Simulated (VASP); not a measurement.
A run of VASP 6.6.1 is set up as follows.

POSCAR

```
SiO2
1.0
    5.0836957051      0.0000000000      0.0000000000
    0.0000000000      5.0836957051      0.0000000000
    0.0000000000      0.0000000000      7.1008684063
Si O
4 8
Direct
    0.2938578580      0.2938578580      0.0000000000
    0.2061421420      0.7938578580      0.2500000000
    0.7061421420      0.7061421420      0.5000000000
    0.7938578580      0.2061421420      0.7500000000
    0.2411803497      0.0934525645      0.1742250725
    0.4065474355      0.7411803497      0.4242250725
    0.7588196503      0.9065474355      0.6742250725
    0.5934525645      0.2588196503      0.9242250725
    0.7411803497      0.4065474355      0.5757749275
    0.9065474355      0.7588196503      0.3257749275
    0.2588196503      0.5934525645      0.0757749275
    0.0934525645      0.2411803497      0.8257749275
```

INCAR.step1

```
SYSTEM = SiO2
ALGO = Normal ; EDIFF = 1E-4
ENCUT = 600 ; GGA = PE
ISMEAR = -1 ; LASPH = .True.
LCHARG = .False. ; LREAL = .False.
LWAVE = .True. ; NELM = 60
PREC = Accurate ; SIGMA = 0.02
```

Contents of INCAR.step2:

```
SYSTEM = SiO2
ALGO = Normal ; EDIFF = 1E-6
EDIFFG = -0.005 ; ENCUT = 600
IBRION = 2 ; ISIF = 3
ISMEAR = -1 ; ISTART = 1
LASPH = .True. ; LCHARG = .False.
LMIXTAU = .True. ; LREAL = .False.
LWAVE = .False. ; METAGGA = R2SCAN
NELM = 60 ; NSW = 80
PREC = Accurate ; SIGMA = 0.02
```

File KPOINTS:

```
k-points
0
Gamma
  4 4 4
  0 0 0
```

Potentials or basis: VASP PAW PBE potentials, release 64 (Si, O).

Command:

```bash
$ cat potpaw_PBE.64/Si/POTCAR potpaw_PBE.64/O/POTCAR > POTCAR
$ cp INCAR.step1 INCAR
$ mpirun -np 1 vasp_std > vasp.out
$ cp INCAR.step2 INCAR
$ mpirun -np 1 vasp_std > vasp.out
```

Estimate the relaxed cell.

a = 4.961 Å, b = 4.961 Å, c = 6.873 Å, α = 90.00°, β = 90.00°, γ = 90.00°.

What does it give for the relaxed volume?

14.09 Å³/atom.

Estimate the space group after relaxing (to 0.1 Å).

P4_12_12 (No. 92).

The path:
```csv
step,energy change (eV),largest force (eV/Å),pressure (GPa),volume (Å³)
1,0.0000,0.2569,-4.42,183.51
3,-0.0690,0.0542,-0.07,179.02
5,-0.0695,0.0581,0.01,178.85
7,-0.0698,0.0833,0.00,178.79
9,-0.0709,0.0567,-0.06,178.66
11,-0.0709,0.1167,-0.30,178.13
13,-0.0724,0.0570,-0.14,178.21
15,-0.0752,0.0941,0.06,177.16
17,-0.0771,0.3258,0.81,173.03
19,-0.0782,0.2403,0.56,174.40
21,-0.0804,0.2100,0.52,173.80
23,-0.0856,0.0944,0.26,171.44
25,-0.0867,0.0911,0.06,170.55
27,-0.0887,0.0828,-0.22,169.95
29,-0.0899,0.0157,0.02,169.12
31,-0.0900,0.0104,0.01,169.13
33,-0.0900,0.0139,-0.07,169.15
35,-0.0901,0.0074,-0.01,169.08
37,-0.0901,0.0119,0.04,169.05
39,-0.0901,0.0071,0.03,169.07
41,-0.0901,0.0139,0.04,169.07
43,-0.0902,0.0085,0.03,169.09
45,-0.0902,0.0056,0.03,169.13
46,-0.0902,0.0049,0.01,169.14
```

Caveat: the PAW data sets were made with another functional, which shifts forces and pressure a little.
